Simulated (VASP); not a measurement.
# Li (R-3m) in VASP: a series of runs

Li is run at these levels: LDA; tasks: single point.

Program: VASP 6.6.1. These are calculated values, not measurements. Logs are shortened: lines on timing, memory, paths and dates and some standing lists are left out, and cuts for length are marked.

## 1. The cell of the first run

It takes space group R-3m (No. 166, trigonal). The conventional cell has a = 2.875 Å, b = 2.875 Å, c = 20.985 Å, α = 90.00°, β = 90.00°, γ = 120.00°. Li (site symmetry -3m) has 12 Li at 2.86 to 2.88 Å within 3.8 Å. Li (site symmetry 3m) has 12 Li at 2.86 to 2.88 Å within 3.8 Å.

## 2. Single point, LDA (16.69 Å³/atom)

Contents of INCAR:

```
SYSTEM = Li
PREC = Accurate
ENCUT = 520
EDIFF = 1E-6
ISMEAR = -1
SIGMA = 0.1
LREAL = .FALSE.
LASPH = .TRUE.
NELM = 60
ALGO = Normal
ISIF = 2
LWAVE = .FALSE.
LCHARG = .TRUE.
GGA = CA
LELF = .TRUE.
LVHAR = .TRUE.
NBANDS = 12
```

Contents of KPOINTS:

```
Automatic mesh
0
G
  14 14 14
  0 0 0
```

Contents of POSCAR:

```
Li
1.0
    1.4375705944      0.8299817696      6.9950690303
   -1.4375705944      0.8299817696      6.9950690303
    0.0000000000     -1.6599635393      6.9950690303
Li
3
Direct
    0.0000000000      1.0000000000      0.0000000000
    0.2221244912      0.2221244912      0.2221244912
    0.7778755088      0.7778755088      0.7778755088
```

Potentials or basis: VASP PAW LDA potentials, release 64 (Li_sv).

Run with:

```
$ cat potpaw_LDA.64/Li_sv/POTCAR > POTCAR
$ mpirun -np 1 vasp_std > vasp.out
```

OUTCAR:

```text
SYSTEM = Li
   PREC = Accurate
   ENCUT = 520
   EDIFF = 1E-6
   ISMEAR = -1
   LREAL = .FALSE.
   LASPH = .TRUE.
   NELM = 60
   ISIF = 2
   GGA = CA

 ion  position               nearest neighbor table
   1  0.000  0.000  0.000-
   2  0.222  0.222  0.222-
   3  0.778  0.778  0.778-

  LATTYP: Found a trigonal (rhomboedric) cell.
 ALAT       =     7.1893302672
 COS(alpha) =     0.9200328741

  Lattice vectors:

 A1 = (   1.4375705944,   0.8299817696,   6.9950690303)
 A2 = (  -1.4375705944,   0.8299817696,   6.9950690303)
 A3 = (   0.0000000000,  -1.6599635393,   6.9950690303)

Analysis of symmetry for initial positions (statically):
=====================================================================
 Subroutine PRICEL returns:
 Original cell was already a primitive cell.

 Routine SETGRP: Setting up the symmetry group for a
 trigonal (rhombohedral) supercell.

 Subroutine GETGRP returns: Found 12 space group operations
 (whereof 12 operations were pure point group operations)
 out of a pool of 12 trial point group operations.

The static configuration has the point symmetry D_3d.

Analysis of symmetry for dynamics (positions and initial velocities):
=====================================================================
 Subroutine PRICEL returns:
 Original cell was already a primitive cell.

 Routine SETGRP: Setting up the symmetry group for a
 trigonal (rhombohedral) supercell.

 Subroutine GETGRP returns: Found 12 space group operations
 (whereof 12 operations were pure point group operations)
 out of a pool of 12 trial point group operations.

The dynamic configuration has the point symmetry D_3d.

 Subroutine INISYM returns: Found 12 space group operations
 (whereof 12 operations are pure point group operations),
 and found     1 'primitive' translations

----------------------------------------------------------------------------------------

                                     Primitive cell

  volume of cell :      50.0773

  direct lattice vectors                    reciprocal lattice vectors
     1.437570594  0.829981770  6.995069030     0.347809006  0.200807623  0.047652615
    -1.437570594  0.829981770  6.995069030    -0.347809006  0.200807623  0.047652615
     0.000000000 -1.659963539  6.995069030     0.000000000 -0.401615247  0.047652615

  length of vectors
     7.189330267  7.189330267  7.189330267     0.404432415  0.404432415  0.404432415

  position of ions in fractional coordinates (direct lattice)
     0.000000000  0.000000000  0.000000000
     0.222124491  0.222124491  0.222124491
     0.777875509  0.777875509  0.777875509

  ion indices of the primitive-cell ions
   primitive index   ion index
                 1           1
                 2           2
                 3           3

----------------------------------------------------------------------------------------

 KPOINTS: Automatic mesh

Automatic generation of k-mesh.
 Grid dimensions read from file:
 generate k-points for:   14   14   14

 Generating k-lattice:

  Cartesian coordinates                     Fractional coordinates (reciprocal lattice)
     0.024843500  0.014343402  0.003403758     0.071428571 -0.000000000  0.000000000
    -0.024843500  0.014343402  0.003403758    -0.000000000  0.071428571  0.000000000
     0.000000000 -0.028686803  0.003403758     0.000000000  0.000000000  0.071428571

  Length of vectors
     0.028888030  0.028888030  0.028888030

  Shift w.r.t. Gamma in fractional coordinates (k-lattice)
     0.000000000  0.000000000  0.000000000

 Subroutine IBZKPT returns following result:
 ===========================================

 Found    288 irreducible k-points:

 Following reciprocal coordinates:
            Coordinates               Weight
  0.000000  0.000000  0.000000      1.000000
  0.071429  0.000000  0.000000      6.000000
  0.142857  0.000000  0.000000      6.000000
  0.214286 -0.000000  0.000000      6.000000
  0.285714  0.000000  0.000000      6.000000
  0.357143 -0.000000  0.000000      6.000000
[... 16 lines left out ...]
  0.214286  0.142857  0.000000     12.000000
  0.285714  0.142857  0.000000     12.000000
 [... further k-points ...]
   k-points           NKPTS =    288   k-points in BZ     NKDIM =    288   number of bands    NBANDS=     12
   number of dos      NEDOS =    301   number of ions     NIONS =      3
   total plane-waves  NPLWV = 157464
   dimension x,y,z NGX =    54 NGY =   54 NGZ =   54
   dimension x,y,z NGXF=   108 NGYF=  108 NGZF=  108
   ions per type =               3
   NGX,Y,Z   is equivalent  to a cutoff of  12.49, 12.49, 12.49 a.u.
   NGXF,Y,Z  is equivalent  to a cutoff of  24.97, 24.97, 24.97 a.u.
 SYSTEM =  Li
   PREC   = accura    normal or accurate (medium, high low for compatibility)
   ISTART =      0    job   : 0-new  1-cont  2-samecut
   ICHARG =      2    charge: 1-file 2-atom 10-const
   ISPIN  =      1    spin polarized calculation?
   LNONCOLLINEAR =      F non collinear calculations
   LSORBIT =      F    spin-orbit coupling
   LASPH  =      T    aspherical Exc in radial PAW
   ENCUT  =  520.0 eV  38.22 Ry    6.18 a.u.  13.37 13.37 13.37*2*pi/ulx,y,z
   NELM   =     60;   NELMIN=  2; NELMDL= -5     # of ELM steps
   EDIFF  = 0.1E-05   stopping-criterion for ELM
   LREAL  =      F    real-space projection
[... 7 lines left out ...]
   TEBEG  =    0.0;   TEEND  =   0.0 temperature during run
   PSTRESS=    0.0 pullay stress
   NELECT =       9.0000    total number of electrons
   NUPDOWN=      -1.0000    fix difference up-down
   EMIN   =  10.00;   EMAX   =-10.00  energy-range for DOS
   EFERMI =   0.00;   METHOD = LEGACY
   ISMEAR =    -1;   SIGMA  =   0.10  broadening in eV -4-tet -1-fermi 0-gaus
   EFERMI_NEDOS =   21; number of points for ismear=-14 and -15
   IALGO  =     38    algorithm
   IMIX   =      4    mixing-type and parameters
     AMIX     =   0.40;   BMIX     =  1.00
     AMIX_MAG =   1.60;   BMIX_MAG =  1.00
  volume/ion in A,a.u.               =      16.69       112.65
  Fermi-wavevector in a.u.,A,eV,Ry     =   0.923865  1.745852 11.612942  0.853527
  Thomas-Fermi vector in A             =   2.049549
   LORBIT       =      0    0 simple, 1 ext, 2 COOP (PROOUT), +10 PAW based schemes
   GGA     = CA    functional components
   LHFCALC =     F    Hartree Fock is set to
   AEXX    =    0.0000 exact exchange contribution
   IVDW    =     0    specifies the selected vdW correction
   LEPSILON=     F    determine dielectric tensor
   LRPA    =     F    only Hartree local field effects (RPA)
 non-spin polarized calculation
  energy-cutoff  :      520.00
  volume of cell :       50.08
 maximum number of plane-waves:      1376
 NGX is ok and might be reduce to    54
   NGX = 27   NGY = 27   NGZ = 27

 number of electron       8.9999994 magnetization

 Free energy of the ion-electron system (eV)
  ---------------------------------------------------
  ext. energy  EPLUGINS =         0.00000000
  ---------------------------------------------------
  free energy    TOTEN  =        -6.11814092 eV

  energy without entropy =       -6.07534020  energy(sigma->0) =       -6.09674056

 E-fermi :   1.1839     XC(G=0):  -7.6528

 val. band max:        1.1738575897   @ k =   0.5000   0.4286   0.0000
 cond. band min:       1.1856985566   @ k =  -0.1429   0.1429   0.1429
 fundamental gap:      0.0118409669
 Fermi energy:         1.1838954449

 k-point     1 :       0.0000    0.0000    0.0000
  band No.  band energies     occupation
      1     -44.1287      2.00000
      2     -44.0973      2.00000
      3     -44.0937      2.00000
      4      -2.5205      2.00000
      5      -0.4702      2.00000
      6      -0.4686      2.00000
      7       7.8628      0.00000
      8       7.8752      0.00000
      9      15.5507      0.00000
     10      15.5507      0.00000
     11      15.7072      0.00000
     12      15.7072      0.00000

 k-point     2 :       0.0714    0.0000    0.0000
  band No.  band energies     occupation
      1     -44.1267      2.00000
      2     -44.0965      2.00000
      3     -44.0924      2.00000
      4      -2.4354      2.00000
      5      -0.4687      2.00000
      6      -0.2807      2.00000
      7       7.6801      0.00000
      8       8.1281      0.00000
      9      14.4676      0.00000
     10      14.8165      0.00000
     11      15.2698      0.00000
     12      15.3281      0.00000

 k-point     3 :       0.1429    0.0000    0.0000
  band No.  band energies     occupation
      1     -44.1214      2.00000
      2     -44.0938      2.00000
      3     -44.0889      2.00000
      4      -2.1806      2.00000
      5      -0.2841      2.00000
      6       0.1005      1.99996
      7       7.5316      0.00000
      8       8.4560      0.00000
      9      12.5876      0.00000
     10      13.6631      0.00000
     11      13.7910      0.00000
     12      14.3596      0.00000
[... 286 lines left out ...]
 k-point    23 :       0.2143    0.1429    0.0000
  band No.  band energies     occupation
      1     -44.1161      2.00000
      2     -44.0932      2.00000
      3     -44.0845      2.00000
      4      -1.9025      2.00000
      5      -0.2863      2.00000
      6       0.6917      1.98553
      7       7.0301      0.00000
      8       9.1001      0.00000
      9      11.6705      0.00000
     10      12.1261      0.00000
     11      12.5502      0.00000
     12      14.0469      0.00000

 k-point    24 :       0.2857    0.1429    0.0000
  band No.  band energies     occupation
      1     -44.1088      2.00000
      2     -44.0896      2.00000
      3     -44.0806      2.00000
      4      -1.4661      2.00000
      5       0.0679      1.99997
      6       1.2745      0.57577
      7       6.9173      0.00000
      8       9.2663      0.00000
      9      10.0909      0.00000
     10      10.7479      0.00000
     11      11.4195      0.00000
     12      13.0882      0.00000

 [... further k-points ...]

------------------------ aborting loop because EDIFF is reached ----------------------------------------

  FORCE on cell =-STRESS in cart. coord.  units (eV):
  Direction    XX          YY          ZZ          XY          YZ          ZX
  --------------------------------------------------------------------------------------
  -------------------------------------------------------------------------------------
  Total        0.6867059      0.6867059      0.7391908      0.0000000     -0.0000000     -0.0000000
  in kB       21.9705233     21.9705233     23.6497268      0.0000000     -0.0000000     -0.0000000
  external PRESSURE =      22.5302578 kB  Pullay stress =       0.0000000 kB

 VOLUME and BASIS-vectors are now :
 -----------------------------------------------------------------------------
  energy-cutoff  :      520.00
  volume of cell :       50.08
      direct lattice vectors                 reciprocal lattice vectors
     1.437570594  0.829981770  6.995069030     0.347809006  0.200807623  0.047652615
    -1.437570594  0.829981770  6.995069030    -0.347809006  0.200807623  0.047652615
     0.000000000 -1.659963539  6.995069030     0.000000000 -0.401615247  0.047652615

 POSITION                                       TOTAL-FORCE (eV/Angst)
 -----------------------------------------------------------------------------------
      0.00000      0.00000      0.00000        -0.000000      0.000000      0.000000
      0.00000     -0.00000      4.66133         0.000000     -0.000000      0.007133
      0.00000     -0.00000     16.32388         0.000000      0.000000     -0.007133
 -----------------------------------------------------------------------------------
    total drift:                               -0.000000     -0.000000      0.000000

  FREE ENERGIE OF THE ION-ELECTRON SYSTEM (eV)
  ---------------------------------------------------
  free  energy   TOTEN  =        -6.1181409171 eV

  energy  without entropy=       -6.0753402037  energy(sigma->0) =       -6.09674056
```

It took 7.1 min on 1 thread of AMD EPYC 9R45 (Zen 5), shared host; peak memory 0.32 GiB.

Results:

| Quantity | Value |
| --- | --- |
| Free energy | -6.1181 eV |
| Largest force | 0.007 eV/Å |
| Band gap on the k mesh | zero (an odd number of electrons rules out a gap without spin polarisation) |

Forces in eV/Å, atoms in the order of the input:
```
Li   0.000  0.000  0.000
Li   0.000  0.000  0.007
Li   0.000  0.000 -0.007
```

Caveat: the cutoff is under 1.25 times the usual one of these potentials, so pressure, stress and relaxed cells hold a basis-set (Pulay) error.

## 3. Single point, LDA (17.45 Å³/atom)

This run uses another cell than the first one, of 17.45 Å³/atom.

Contents of INCAR:

```
SYSTEM = Li
PREC = Accurate
ENCUT = 520
EDIFF = 1E-7
ISMEAR = -1
SIGMA = 0.1
LREAL = .FALSE.
LASPH = .TRUE.
NELM = 60
ALGO = Normal
ISIF = 2
LWAVE = .FALSE.
LCHARG = .FALSE.
GGA = CA
NBANDS = 12
```

KPOINTS is that of step 2.

Contents of POSCAR:

```
Li
1.0
    1.4590300357      0.8423713838      7.0994884402
   -1.4590300357      0.8423713838      7.0994884402
    0.0000000000     -1.6847427677      7.0994884402
Li
3
Direct
    0.0000000000      1.0000000000      0.0000000000
    0.2221244912      0.2221244912      0.2221244912
    0.7778755088      0.7778755088      0.7778755088
```

Potentials or basis: VASP PAW LDA potentials, release 64 (Li_sv).

Run with:

```
$ cat potpaw_LDA.64/Li_sv/POTCAR > POTCAR
$ mpirun -np 1 vasp_std > vasp.out
```

It took 7.1 min on 1 thread of AMD EPYC 9R45 (Zen 5), shared host; peak memory 0.33 GiB.

Results (log left out):

```
Free energy            : -6.1455 eV
Largest force          : 0.006 eV/Å
Band gap on the k mesh : zero (an odd number of electrons rules out a gap without spin polarisation)
```

Forces on the atoms (eV/Å):
```
Li   0.000  0.000  0.000
Li   0.000  0.000  0.006
Li   0.000  0.000 -0.006
```

Levels at points of the mesh, in eV from the Fermi level:
```csv
k point,band 3,band 4,band 5,band 6,band 7,band 8
"(0.00, 0.00, 0.00)",-45.35,-3.66,-1.63,-1.63,6.46,6.47
"(0.50, 0.00, 0.00)",-45.33,-0.13,0.93,1.09,4.27,4.39
"(0.50, 0.50, 0.00)",-45.33,0.21,0.27,1.32,3.78,4.89
"(0.50, 0.50, 0.50)",-45.34,-3.15,-3.14,-0.05,3.56,11.69
```

Caveat: the cutoff is under 1.25 times the usual one of these potentials, so pressure, stress and relaxed cells hold a basis-set (Pulay) error.

## 4. Single point, LDA (18.21 Å³/atom)

This run uses another cell than the first one, of 18.21 Å³/atom.

Contents of INCAR:

```
ALGO     = Normal         # electronic algorithm
EDIFF    = 1E-6           # SCF threshold, eV
ENCUT    = 520            # plane-wave cutoff, eV
ISIF     = 2              # what is computed and relaxed
ISMEAR   = -1             # smearing method
LASPH    = T              # aspherical terms in the spheres
LCHARG   = F              # write CHGCAR
LREAL    = F              # projectors in reciprocal space
LWAVE    = F              # write WAVECAR
NBANDS   = 12             # bands
NELM     = 80             # most SCF steps
PREC     = Accurate       # precision mode
SIGMA    = 0.1            # smearing width, eV
```

Contents of KPOINTS:

```
k-points
0
Gamma
  14 14 14
```

Contents of POSCAR:

```
Li
1.0
    1.4798761383      0.8544068868      7.2009234080
   -1.4798761383      0.8544068868      7.2009234080
    0.0000000000     -1.7088137737      7.2009234080
Li
3
Direct
    0.0000000000      1.0000000000      0.0000000000
    0.2221244912      0.2221244912      0.2221244912
    0.7778755088      0.7778755088      0.7778755088
```

Run with:

```
$ cat potpaw_LDA.64/Li_sv/POTCAR > POTCAR
$ mpirun -np 1 vasp_std > vasp.out
```

Run time: 7.8 min. Hardware: 1 thread of AMD EPYC 9R45 (Zen 5), shared host; peak memory 0.34 GiB.

The run converged. Its results:

* Free energy: -6.1607 eV
* Largest force: 0.006 eV/Å
* Band gap on the k mesh: zero (an odd number of electrons rules out a gap without spin polarisation)

Forces on the atoms (eV/Å):
```
Li   0.000  0.000  0.000
Li   0.000  0.000  0.006
Li   0.000  0.000 -0.006
```

Levels at points of the mesh, in eV from the Fermi level:
```
           k point  band 3  band 4  band 5  band 6  band 7  band 8
(0.00, 0.00, 0.00)  -45.42   -3.61   -1.61   -1.61    6.25    6.26
(0.50, 0.00, 0.00)  -45.41   -0.11    0.90    1.07    4.12    4.23
(0.50, 0.50, 0.00)  -45.41    0.22    0.28    1.27    3.62    4.75
(0.50, 0.50, 0.50)  -45.42   -3.11   -3.10   -0.03    3.40   11.36
```

Caveat: the cutoff is under 1.25 times the usual one of these potentials, so pressure, stress and relaxed cells hold a basis-set (Pulay) error.

## 5. Single point, LDA (18.97 Å³/atom)

This run uses another cell than the first one, of 18.97 Å³/atom.

Contents of INCAR:

```
SYSTEM = Li
PREC = Accurate
ENCUT = 520
EDIFF = 1E-6
ISMEAR = -1
SIGMA = 0.1
LREAL = .False.
LASPH = .True.
NELM = 100
ALGO = Normal
ISIF = 2
LWAVE = .False.
LCHARG = .False.
GGA = CA
NBANDS = 12
```

Contents of KPOINTS:

```
regular mesh
0
Gamma
  14 14 14
  0 0 0
```

Contents of POSCAR:

```
Li
1.0
    1.5001509336      0.8661125453      7.2995784537
   -1.5001509336      0.8661125453      7.2995784537
    0.0000000000     -1.7322250907      7.2995784537
Li
3
Direct
    0.0000000000      1.0000000000      0.0000000000
    0.2221244912      0.2221244912      0.2221244912
    0.7778755088      0.7778755088      0.7778755088
```

Run with:

```
$ cat potpaw_LDA.64/Li_sv/POTCAR > POTCAR
$ mpirun -np 1 vasp_std > vasp.out
```

Run time: 7.2 min. Hardware: 1 thread of AMD EPYC 9R45 (Zen 5), shared host; peak memory 0.35 GiB.

The run converged. Its results:

| Item | Value |
| --- | --- |
| Free energy | -6.1656 eV |
| Largest force | 0.005 eV/Å |
| Band gap on the k mesh | zero (an odd number of electrons rules out a gap without spin polarisation) |

Forces on the atoms (eV/Å):
```
Li   0.000  0.000  0.000
Li   0.000  0.000  0.005
Li   0.000  0.000 -0.005
```

Levels at points of the mesh, in eV from the Fermi level:
| k point | band 2 | band 3 | band 4 | band 5 | band 6 | band 7 | band 8 | band 9 |
| --- | --- | --- | --- | --- | --- | --- | --- | --- |
| (0.00, 0.00, 0.00) | -45.50 | -45.49 | -3.57 | -1.58 | -1.58 | 6.06 | 6.07 | 13.14 |
| (0.50, 0.00, 0.00) | -45.48 | -45.48 | -0.10 | 0.87 | 1.05 | 3.98 | 4.09 | 4.72 |
| (0.50, 0.50, 0.00) | -45.48 | -45.48 | 0.22 | 0.29 | 1.23 | 3.48 | 4.61 | 5.80 |
| (0.50, 0.50, 0.50) | -45.51 | -45.49 | -3.07 | -3.06 | -0.01 | 3.25 | 11.04 | 11.07 |

Caveat: the cutoff is under 1.25 times the usual one of these potentials, so pressure, stress and relaxed cells hold a basis-set (Pulay) error.

## 6. Summary

```tsv
cell	gap on the mesh (eV)	largest force (eV/Å)
a = 7.189 Å, angles 23.1°, 3 atoms	none	0.01
a = 7.297 Å, angles 23.1°, 3 atoms	none	0.01
a = 7.401 Å, angles 23.1°, 3 atoms	none	0.01
a = 7.502 Å, angles 23.1°, 3 atoms	none	0.01
```

Alike in all rows: task single point; level LDA; potentials or basis VASP PAW LDA potentials, release 64 (Li_sv); no spin polarisation; k mesh 14 × 14 × 14; cutoff (eV) 520; smearing fermi-dirac 0.1 eV.

Caveats: the cutoff is under 1.25 times the usual one of these potentials, so pressure, stress and relaxed cells hold a basis-set (Pulay) error.

Absolute energies hang on the potentials; compare differences alone.
